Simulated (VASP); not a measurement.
A run of VASP 6.6.1 is set up as follows.

Contents of INCAR:

```
SYSTEM = CoSi
  PREC = Accurate
  ENCUT = 600
  EDIFF = 1E-6
  ISMEAR = -1
  SIGMA = 0.08
  LREAL = .FALSE.
  LASPH = .TRUE.
  NELM = 60
  ALGO = Normal
  ISIF = 4
  LWAVE = .FALSE.
  LCHARG = .FALSE.
  GGA = PE
  IBRION = 2
  NSW = 50
  EDIFFG = -0.005
```

The input KPOINTS:

```
regular mesh
0
G
  12 12 7
  0 0 0
```

Contents of POSCAR:

```
CoSi
1.0
    3.1381534557      0.0000000000      0.0000000000
   -1.5690767278      2.7177206136      0.0000000000
    0.0000000000      0.0000000000      4.6633842468
Co Si
2 2
Direct
    0.0000000000      0.0000000000      0.0000000000
    0.0000000000      0.0000000000      0.5000000000
    0.3333333333      0.6666666667      0.2500000000
    0.6666666667      0.3333333333      0.7500000000
```

Potentials or basis: VASP PAW PBE potentials, release 64 (Co, Si).

Launch:

```sh
$ cat potpaw_PBE.64/Co/POTCAR potpaw_PBE.64/Si/POTCAR > POTCAR
$ mpirun -np 1 vasp_std > vasp.out
```

Q: Estimate the band gap on the k mesh.

A: Zero (bands 13 and 14 overlap by 3.30 eV).

Final structure:
```cif
data_structure
_symmetry_space_group_name_H-M 'P 1'
_symmetry_Int_Tables_number 1
_cell_length_a 3.0879
_cell_length_b 3.0879
_cell_length_c 4.8163
_cell_angle_alpha 90.000
_cell_angle_beta 90.000
_cell_angle_gamma 120.000
_cell_volume 39.77
loop_
_atom_site_label
_atom_site_type_symbol
_atom_site_fract_x
_atom_site_fract_y
_atom_site_fract_z
_atom_site_occupancy
Co1 Co 0.00000 0.00000 0.00000 1
Co2 Co 0.00000 0.00000 0.50000 1
Si1 Si 0.33333 0.66667 0.25000 1
Si2 Si 0.66667 0.33333 0.75000 1
```

Caveat: the run has no spin polarisation, though such a crystal can be magnetic. Spin polarisation is off, so any magnetic state and its effect on volume and gap are missing.
